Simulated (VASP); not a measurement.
Input of a VASP 6.6.1 run:

Contents of INCAR:

```
  PREC = Accurate
  ENCUT = 520
  EDIFF = 1E-6
  ISMEAR = 0
  SIGMA = 0.05
  LREAL = F
  LASPH = T
  NELM = 60
  ALGO = Normal
  ISIF = 2
  LWAVE = F
  LCHARG = F
  GGA = PE
  IVDW = 12
  NBANDS = 28
```

The input KPOINTS:

```
regular mesh
0
Gamma
  10 6 8
```

The input POSCAR:

```
SnO
1.0
    3.0791660169      0.0000000000      0.0000000000
    0.0000000000      6.3140354030      0.0000000000
    0.0000000000      0.0000000000      4.3172594739
Sn O
2 2
Direct
    0.0000000000      0.2345104856      0.5269946555
    0.5000000000      0.7654895144      0.0269946555
    0.0000000000      0.8836051479      0.7230063445
    0.5000000000      0.1163948521      0.2230063445
```

Potentials or basis: VASP PAW PBE potentials, release 64 (Sn_d, O).

Launch:

```sh
$ cat potpaw_PBE.64/Sn_d/POTCAR potpaw_PBE.64/O/POTCAR > POTCAR
$ mpirun -np 1 vasp_std > vasp.out
```

Task: What does it give for the band gap on the k mesh?

Result: 1.62 eV (least direct gap 1.86 eV).

Task: What does it give for the largest force?

Result: 1.637 eV/Å.

Task: Estimate the pressure.

Result: -4.5 GPa.

Task: What does it give for the dispersion energy per atom?

Result: -0.198 eV.

Forces on the atoms (eV/Å):
```
Sn   0.000 -1.574 -0.452
Sn   0.000  1.574 -0.452
O    0.000  0.153  0.452
O    0.000 -0.153  0.452
```

Caveat: the stress differs along the axes, from -11 to 5 GPa; spin-orbit coupling is left out, which moves the levels of the heavy elements; forces of over 1 eV/Å act on the atoms, so gaps and moduli don't describe the material at rest. A k mesh can miss the band edges.
